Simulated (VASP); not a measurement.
Here is a VASP 6.6.1 calculation.

POSCAR

```
RbBr
1.0
    4.1260773000      0.0000000000      0.0000000000
    0.0000000000      4.1260773000      0.0000000000
    0.0000000000      0.0000000000      4.1260773000
Rb Br
1 1
Direct
    0.0000000000      0.0000000000      0.0000000000
    0.5000000000      0.5000000000      0.5000000000
```

INCAR.step1

```
PREC     = Accurate       # precision mode
ENCUT    = 520            # plane-wave cutoff, eV
EDIFF    = 1E-5           # SCF threshold, eV
ISMEAR   = -1             # smearing method
SIGMA    = 0.05           # smearing width, eV
LREAL    = False          # projectors in reciprocal space
LASPH    = True           # aspherical terms in the spheres
NELM     = 80             # most SCF steps
ALGO     = Normal         # electronic algorithm
ISIF     = 2              # what is computed and relaxed
LWAVE    = True           # write WAVECAR
LCHARG   = False          # write CHGCAR
NBANDS   = 15             # bands
GGA      = PE             # functional
```

The input INCAR.step2:

```
PREC     = Accurate       # precision mode
ENCUT    = 520            # plane-wave cutoff, eV
EDIFF    = 1E-6           # SCF threshold, eV
ISMEAR   = -1             # smearing method
SIGMA    = 0.05           # smearing width, eV
LREAL    = False          # projectors in reciprocal space
LASPH    = True           # aspherical terms in the spheres
NELM     = 80             # most SCF steps
ALGO     = Normal         # electronic algorithm
ISIF     = 2              # what is computed and relaxed
LWAVE    = False          # write WAVECAR
LCHARG   = False          # write CHGCAR
GGA      = PE             # functional
LHFCALC  = True           # exact exchange
AEXX     = 0.05           # exact-exchange fraction
HFSCREEN = 0.2            # screening, 1/A
PRECFOCK = Normal       
NBANDS   = 15             # bands
ISTART   = 1
```

Contents of KPOINTS:

```
Automatic mesh
0
Gamma
  4 4 4
```

Potentials or basis: VASP PAW PBE potentials, release 64 (Rb_sv, Br).

The run is started by

```console
$ cat potpaw_PBE.64/Rb_sv/POTCAR potpaw_PBE.64/Br/POTCAR > POTCAR
$ cp INCAR.step1 INCAR
$ mpirun -np 1 vasp_std > vasp.out
$ cp INCAR.step2 INCAR
$ mpirun -np 1 vasp_std > vasp.out
```

Question: Predict the band gap on the k mesh.

Answer: 4.32 eV (least direct gap 4.47 eV).

Question: What does it give for the pressure?

Answer: 0.8 GPa.

Caveat: the PAW data sets were made with another functional, which shifts forces and pressure a little. A k mesh can miss the band edges.
